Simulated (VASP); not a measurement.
# MoS2 (R3m) in VASP: a series of runs

MoS2 is run at these levels: PBE, PBEsol; tasks: single point.

All numbers are computed with VASP 6.6.1; they aren't measurements. Logs are shortened: lines on timing, memory, paths and dates and some standing lists are left out, and cuts for length are marked.

### Step 1. The cell of the first run

Symmetry: R3m, No. 160, trigonal system. The conventional cell has a = 3.160 Å, b = 3.160 Å, c = 18.450 Å, α = 90.00°, β = 90.00°, γ = 120.00°. Mo (site symmetry 3m) has 6 S at 2.39 Å and 6 Mo at 3.16 Å within 3.2 Å. S (site symmetry 3m) has 3 Mo at 2.39 Å and 7 S at 3.08 to 3.16 Å within 3.2 Å. Within 3.2 Å of S (site symmetry 3m) lie 3 Mo at 2.39 Å and 7 S at 3.08 to 3.16 Å.

### Step 2. Single point, PBE

INCAR reads:

```
ALGO = Normal ; EDIFF = 1E-7
ENCUT = 520 ; GGA = PE
ISIF = 2 ; ISMEAR = -1
LASPH = True ; LCHARG = True
LELF = True ; LREAL = False
LVHAR = True ; LWAVE = False
NBANDS = 20 ; NELM = 60
PREC = Accurate ; SIGMA = 0.05
```

KPOINTS reads:

```
k-points
0
Gamma
  6 6 6
```

POSCAR reads:

```
MoS2
1.0
    1.5800000000      0.9122134253      6.1500000000
   -1.5800000000      0.9122134253      6.1500000000
    0.0000000000     -1.8244268506      6.1500000000
Mo S
1 2
Direct
    0.0000000000      0.0000000000      0.0000000000
    0.4170000000      0.4170000000      0.4170000000
    0.2500000000      0.2500000000      0.2500000000
```

Potentials or basis: VASP PAW PBE potentials, release 64 (Mo_sv, S).

Started as:

```console
$ cat potpaw_PBE.64/Mo_sv/POTCAR potpaw_PBE.64/S/POTCAR > POTCAR
$ mpirun -np 1 vasp_std > vasp.out
```

OUTCAR:

```text
EDIFF = 1E-7
   ENCUT = 520
   GGA = PE
   ISIF = 2
   ISMEAR = -1
   LASPH = True
   LREAL = False
   NELM = 60
   PREC = Accurate

 ion  position               nearest neighbor table
   1  0.000  0.000  0.000-   3 2.39   3 2.39   3 2.39   2 2.39   2 2.39   2 2.39
   2  0.417  0.417  0.417-   1 2.39   1 2.39   1 2.39
   3  0.250  0.250  0.250-   1 2.39   1 2.39   1 2.39

  LATTYP: Found a trigonal (rhomboedric) cell.
 ALAT       =     6.4149071181
 COS(alpha) =     0.8786713335

  Lattice vectors:

 A1 = (   1.5800000000,   0.9122134253,   6.1500000000)
 A2 = (  -1.5800000000,   0.9122134253,   6.1500000000)
 A3 = (   0.0000000000,  -1.8244268506,   6.1500000000)

Analysis of symmetry for initial positions (statically):
=====================================================================
 Subroutine PRICEL returns:
 Original cell was already a primitive cell.

 Routine SETGRP: Setting up the symmetry group for a
 trigonal (rhombohedral) supercell.

 Subroutine GETGRP returns: Found  6 space group operations
 (whereof  6 operations were pure point group operations)
 out of a pool of 12 trial point group operations.

The static configuration has the point symmetry C_3v.

Analysis of symmetry for dynamics (positions and initial velocities):
=====================================================================
 Subroutine PRICEL returns:
 Original cell was already a primitive cell.

 Routine SETGRP: Setting up the symmetry group for a
 trigonal (rhombohedral) supercell.

 Subroutine GETGRP returns: Found  6 space group operations
 (whereof  6 operations were pure point group operations)
 out of a pool of 12 trial point group operations.

The dynamic configuration has the point symmetry C_3v.

 Subroutine INISYM returns: Found  6 space group operations
 (whereof  6 operations are pure point group operations),
 and found     1 'primitive' translations

----------------------------------------------------------------------------------------

                                     Primitive cell

  volume of cell :      53.1839

  direct lattice vectors                    reciprocal lattice vectors
     1.580000000  0.912213425  6.150000000     0.316455696  0.182705781  0.054200542
    -1.580000000  0.912213425  6.150000000    -0.316455696  0.182705781  0.054200542
     0.000000000 -1.824426851  6.150000000     0.000000000 -0.365411563  0.054200542

  length of vectors
     6.414907118  6.414907118  6.414907118     0.369409406  0.369409406  0.369409406

  position of ions in fractional coordinates (direct lattice)
     0.000000000  0.000000000  0.000000000
     0.417000000  0.417000000  0.417000000
     0.250000000  0.250000000  0.250000000

  ion indices of the primitive-cell ions
   primitive index   ion index
                 1           1
                 2           2
                 3           3

----------------------------------------------------------------------------------------

 KPOINTS: k-points

Automatic generation of k-mesh.
 Grid dimensions read from file:
 generate k-points for:    6    6    6

 Generating k-lattice:

  Cartesian coordinates                     Fractional coordinates (reciprocal lattice)
     0.052742616  0.030450964  0.009033424     0.166666667 -0.000000000  0.000000000
    -0.052742616  0.030450964  0.009033424    -0.000000000  0.166666667  0.000000000
     0.000000000 -0.060901927  0.009033424     0.000000000  0.000000000  0.166666667

  Length of vectors
     0.061568234  0.061568234  0.061568234

  Shift w.r.t. Gamma in fractional coordinates (k-lattice)
     0.000000000  0.000000000  0.000000000

 Subroutine IBZKPT returns following result:
 ===========================================

 Found     32 irreducible k-points:

 Following reciprocal coordinates:
            Coordinates               Weight
  0.000000  0.000000  0.000000      1.000000
  0.166667  0.000000  0.000000      6.000000
  0.333333  0.000000  0.000000      6.000000
  0.500000  0.000000  0.000000      3.000000
  0.166667  0.166667  0.000000      6.000000
  0.333333  0.166667  0.000000     12.000000
[... 16 lines left out ...]
  0.500000  0.500000  0.166667      6.000000
 -0.333333  0.500000  0.166667     12.000000
 [... further k-points ...]
   k-points           NKPTS =     32   k-points in BZ     NKDIM =     32   number of bands    NBANDS=     20
   number of dos      NEDOS =    301   number of ions     NIONS =      3
   total plane-waves  NPLWV = 110592
   dimension x,y,z NGX =    48 NGY =   48 NGZ =   48
   dimension x,y,z NGXF=    96 NGYF=   96 NGZF=   96
   ions per type =               1   2
   NGX,Y,Z   is equivalent  to a cutoff of  12.44, 12.44, 12.44 a.u.
   NGXF,Y,Z  is equivalent  to a cutoff of  24.88, 24.88, 24.88 a.u.
 SYSTEM =  unknown system
   PREC   = accura    normal or accurate (medium, high low for compatibility)
   ISTART =      0    job   : 0-new  1-cont  2-samecut
   ICHARG =      2    charge: 1-file 2-atom 10-const
   ISPIN  =      1    spin polarized calculation?
   LNONCOLLINEAR =      F non collinear calculations
   LSORBIT =      F    spin-orbit coupling
   LASPH  =      T    aspherical Exc in radial PAW
   ENCUT  =  520.0 eV  38.22 Ry    6.18 a.u.  11.93 11.93 11.93*2*pi/ulx,y,z
   NELM   =     60;   NELMIN=  2; NELMDL= -5     # of ELM steps
   EDIFF  = 0.1E-06   stopping-criterion for ELM
   LREAL  =      F    real-space projection
   EDIFFG = 0.1E-05   stopping-criterion for IOM
   NSW    =      0    number of steps for IOM
   IBRION =     -1    ionic relax: 0-MD 1-quasi-New 2-CG
   NFREE  =      0    steps in history (QN), initial steepest desc. (CG)
   ISIF   =      2    stress and relaxation
   ISYM   =      2    0-nonsym 1-usesym 2-fastsym
   POTIM  = 0.5000    time-step for ionic-motion
   TEBEG  =    0.0;   TEEND  =   0.0 temperature during run
   PSTRESS=    0.0 pullay stress
   NELECT =      26.0000    total number of electrons
   NUPDOWN=      -1.0000    fix difference up-down
   EMIN   =  10.00;   EMAX   =-10.00  energy-range for DOS
   EFERMI =   0.00;   METHOD = LEGACY
   ISMEAR =    -1;   SIGMA  =   0.05  broadening in eV -4-tet -1-fermi 0-gaus
   EFERMI_NEDOS =   21; number of points for ismear=-14 and -15
   IALGO  =     38    algorithm
   IMIX   =      4    mixing-type and parameters
     AMIX     =   0.40;   BMIX     =  1.00
     AMIX_MAG =   1.60;   BMIX_MAG =  1.00
  volume/ion in A,a.u.               =      17.73       119.63
  Fermi-wavevector in a.u.,A,eV,Ry     =   1.289652  2.437089 22.629252  1.663203
  Thomas-Fermi vector in A             =   2.421532
   LORBIT       =      0    0 simple, 1 ext, 2 COOP (PROOUT), +10 PAW based schemes
   GGA     = PE    functional components
   LHFCALC =     F    Hartree Fock is set to
   AEXX    =    0.0000 exact exchange contribution
   IVDW    =     0    specifies the selected vdW correction
   LEPSILON=     F    determine dielectric tensor
   LRPA    =     F    only Hartree local field effects (RPA)
 non-spin polarized calculation
  energy-cutoff  :      520.00
  volume of cell :       53.18
 maximum number of plane-waves:      1444
   NGX = 23   NGY = 23   NGZ = 23

 number of electron      25.9999998 magnetization

 Free energy of the ion-electron system (eV)
  ---------------------------------------------------
  ext. energy  EPLUGINS =         0.00000000
  ---------------------------------------------------
  free energy    TOTEN  =       -21.78922274 eV

  energy without entropy =      -21.78921913  energy(sigma->0) =      -21.78922094

 E-fermi :   8.0589     XC(G=0): -10.8259

 val. band max:        7.6555739680   @ k =   0.5000   0.5000   0.5000
 cond. band min:       8.5958612031   @ k =  -0.1667   0.5000   0.1667
 fundamental gap:      0.9402872352
 Fermi energy:         8.0588626079

 k-point     1 :       0.0000    0.0000    0.0000
  band No.  band energies     occupation
      1     -53.9089      2.00000
      2     -28.0770      2.00000
      3     -27.8462      2.00000
      4     -27.8462      2.00000
      5      -7.4613      2.00000
      6      -5.7416      2.00000
[... 12 lines left out ...]
     19      15.7983      0.00000
     20      16.1586      0.00000

 k-point     2 :       0.1667    0.0000    0.0000
  band No.  band energies     occupation
      1     -53.8985      2.00000
      2     -28.0564      2.00000
      3     -27.9501      2.00000
      4     -27.8698      2.00000
      5      -7.0431      2.00000
      6      -5.6159      2.00000
[... 12 lines left out ...]
     19      16.2664      0.00000
     20      16.8263      0.00000

 k-point     3 :       0.3333    0.0000    0.0000
  band No.  band energies     occupation
      1     -53.8776      2.00000
      2     -28.1529      2.00000
      3     -28.0149      2.00000
      4     -27.9166      2.00000
      5      -6.0613      2.00000
      6      -5.3263      2.00000
[... 12 lines left out ...]
     19      15.0898      0.00000
     20      15.4952      0.00000

 k-point     4 :       0.5000    0.0000    0.0000
  band No.  band energies     occupation
      1     -53.8671      2.00000
      2     -28.2520      2.00000
      3     -27.9940      2.00000
      4     -27.9398      2.00000
      5      -5.4401      2.00000
      6      -5.1626      2.00000
[... 12 lines left out ...]
     19      14.4822      0.00000
     20      15.1086      0.00000

 k-point     5 :       0.1667    0.1667    0.0000
  band No.  band energies     occupation
      1     -53.8985      2.00000
      2     -28.0564      2.00000
      3     -27.9501      2.00000
      4     -27.8698      2.00000
      5      -7.0263      2.00000
      6      -5.6450      2.00000
[... 12 lines left out ...]
     19      16.3411      0.00000
     20      16.7188      0.00000
[... 353 lines left out ...]
      6      -5.2182      2.00000
[... 12 lines left out ...]
     19      16.0708      0.00000
     20      16.3563      0.00000

 k-point    22 :      -0.1667    0.3333    0.1667
  band No.  band energies     occupation
      1     -53.8671      2.00000
      2     -28.2015      2.00000
      3     -27.9941      2.00000
      4     -27.9925      2.00000
      5      -5.4579      2.00000
      6      -5.1505      2.00000
[... 12 lines left out ...]
     19      15.7710      0.00000
     20      16.3368      0.00000

 k-point    23 :       0.5000    0.5000    0.1667
  band No.  band energies     occupation
      1     -53.8776      2.00000
      2     -28.1529      2.00000
      3     -28.0149      2.00000
      4     -27.9166      2.00000
      5      -5.9114      2.00000
      6      -5.5144      2.00000
[... 12 lines left out ...]
     19      15.3005      0.00000
     20      16.3065      0.00000

 k-point    24 :      -0.3333    0.5000    0.1667
  band No.  band energies     occupation
      1     -53.8671      2.00000
      2     -28.2015      2.00000
      3     -27.9941      2.00000
      4     -27.9925      2.00000
      5      -5.3586      2.00000
      6      -5.2588      2.00000
[... 12 lines left out ...]
     19      15.8198      0.00000
     20      16.1924      0.00000

 [... further k-points ...]
[... 5 lines left out ...]
  --------------------------------------------------------------------------------------
  -------------------------------------------------------------------------------------
  Total        1.4643179      1.4643179      2.2556062     -0.0000000      0.0000000      0.0000000
  in kB       44.1129435     44.1129435     67.9507018     -0.0000000      0.0000000      0.0000000
  external PRESSURE =      52.0588629 kB  Pullay stress =       0.0000000 kB

 VOLUME and BASIS-vectors are now :
 -----------------------------------------------------------------------------
  energy-cutoff  :      520.00
  volume of cell :       53.18
      direct lattice vectors                 reciprocal lattice vectors
     1.580000000  0.912213425  6.150000000     0.316455696  0.182705781  0.054200542
    -1.580000000  0.912213425  6.150000000    -0.316455696  0.182705781  0.054200542
     0.000000000 -1.824426851  6.150000000     0.000000000 -0.365411563  0.054200542

 POSITION                                       TOTAL-FORCE (eV/Angst)
 -----------------------------------------------------------------------------------
      0.00000      0.00000      0.00000         0.000000      0.000000      0.086375
      0.00000      0.00000      7.69365         0.000000      0.000000      0.425641
      0.00000      0.00000      4.61250         0.000000     -0.000000     -0.512016
 -----------------------------------------------------------------------------------
    total drift:                                0.000000     -0.000000      0.000052

  FREE ENERGIE OF THE ION-ELECTRON SYSTEM (eV)
  ---------------------------------------------------
  free  energy   TOTEN  =       -21.7892227390 eV

  energy  without entropy=      -21.7892191342  energy(sigma->0) =      -21.78922094
```

Wall time 3.1 min (1 thread of Intel Xeon 8259CL, shared host); peak memory 0.31 GiB.

What came out:

```yaml
Free_energy: -21.7892 eV
Pressure: 5.2 GPa
Largest_force: 0.512 eV/Å
Band_gap_on_the_k_mesh: 0.94 eV (least direct gap 1.71 eV)
```

Forces on the atoms (eV/Å):
```
Mo   0.000  0.000  0.086
S    0.000  0.000  0.426
S    0.000  0.000 -0.512
```

Caveat: the cell stands under pressure.

### Step 3. Single point, PBEsol

INCAR reads:

```
PREC = Accurate ; ENCUT = 520
EDIFF = 1E-6 ; ISMEAR = -1
SIGMA = 0.05 ; LREAL = False
LASPH = True ; NELM = 60
ALGO = Normal ; ISIF = 2
LWAVE = False ; LCHARG = False
GGA = PS ; NBANDS = 20
```

KPOINTS reads:

```
regular mesh
0
Gamma
  6 6 6
```

POSCAR is that of step 2.

Potentials or basis: VASP PAW PBE potentials, release 64 (Mo_sv, S).

Started as:

```console
$ cat potpaw_PBE.64/Mo_sv/POTCAR potpaw_PBE.64/S/POTCAR > POTCAR
$ mpirun -np 1 vasp_std > vasp.out
```

Run time: 2.8 min. Hardware: 1 thread of Intel Xeon 8259CL, shared host; peak memory 0.31 GiB.

The run converged. Its results:

* Free energy: -23.4438 eV
* Pressure: 0.3 GPa
* Largest force: 0.266 eV/Å
* Band gap on the k mesh: 0.91 eV (least direct gap 1.71 eV)

Forces on the atoms (eV/Å):
```
Mo   0.000  0.000  0.086
S    0.000  0.000  0.180
S    0.000  0.000 -0.266
```

Stress tensor (GPa, compression positive):
```
-0.67  0.00  0.00
 0.00 -0.67  0.00
 0.00  0.00  2.32
```

Levels at points of the mesh, in eV from the valence-band top:
| k point | band 10 | band 11 | band 12 | band 13 | band 14 | band 15 | band 16 | band 17 |
| --- | --- | --- | --- | --- | --- | --- | --- | --- |
| (0.00, 0.00, 0.00) | -2.34 | -2.34 | -1.27 | -1.20 | 2.02 | 2.02 | 2.46 | 2.46 |
| (0.50, 0.00, 0.00) | -4.08 | -2.37 | -1.66 | -1.52 | 1.58 | 2.00 | 3.45 | 3.50 |
| (0.50, 0.50, 0.00) | -4.00 | -2.94 | -1.85 | -1.35 | 1.53 | 2.13 | 2.98 | 3.93 |
| (0.50, 0.50, 0.50) | -3.50 | -2.32 | -2.32 | 0.00 | 2.12 | 2.12 | 2.33 | 2.33 |

Caveat: the PAW data sets were made with another functional, which shifts forces and pressure a little. A k mesh can miss the band edges.
